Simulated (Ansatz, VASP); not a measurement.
# One calculation of InP, two programs

```
In P
1.0
     0.00000    2.94677    2.94677
     2.94677    0.00000    2.94677
     2.94677    2.94677    0.00000
In P
1 1
Direct
  0.00000 0.00000 0.00000
  0.25000 0.25000 0.25000
```

Alike in both runs: functional PBE; dispersion D3(BJ); k mesh 6 × 6 × 6; occupations fermi-dirac, width 0.05 eV; no spin polarisation.

Ansatz relaxed the structure, and its values are those at the end. VASP's run is a single point on that final structure, the one shown.

```csv
,VASP,Ansatz
version,VASP 6.6.1,Ansatz 0.2.0
potentials or method,"VASP PAW PBE potentials, release 64 (In_d, P)","plane waves, PAW"
plane-wave cutoff (eV),520,420
valence electrons in the cell,18,18
```

```tsv
	VASP	Ansatz	Ansatz less VASP
pressure (GPa)	-0.1	0.0	+0.05
```
